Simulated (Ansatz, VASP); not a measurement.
# One calculation of Al, two programs

```
CELL_PARAMETERS angstrom
2.95308 0.00000 0.00000
-1.47654 2.55744 0.00000
0.00000 0.00000 4.74518
ATOMIC_POSITIONS crystal
Al 0.66667 0.33333 0.75000
Al 0.33333 0.66667 0.25000
```

Change from the starting cell: strain +0.050 along x and y, -0.025 along z, atoms carried along.

Alike in both runs: task single point; functional PBEsol; dispersion D3(BJ); k mesh 18 × 18 × 10; occupations gaussian, width 0.15 eV; no spin polarisation.

```csv
,VASP,Ansatz
version,VASP 6.6.1,Ansatz 0.2.0
potentials or method,"VASP PAW PBE potentials, release 64 (Al), cutoff 520 eV","scalar-relativistic, plane waves, PAW"
valence electrons in the cell,6,6
```

```csv
,VASP,Ansatz,Ansatz less VASP
gap on the k mesh at the Fermi level (eV),none,none,-
pressure (GPa),-8.6,-8.6,-0.04
"traceless stress, the component that is largest in VASP (GPa)",0.61,0.61,-0.007
```

VASP's potentials were made for PBE, not for PBEsol. A gap of «none» marks a metal or a gap that the smearing closes.
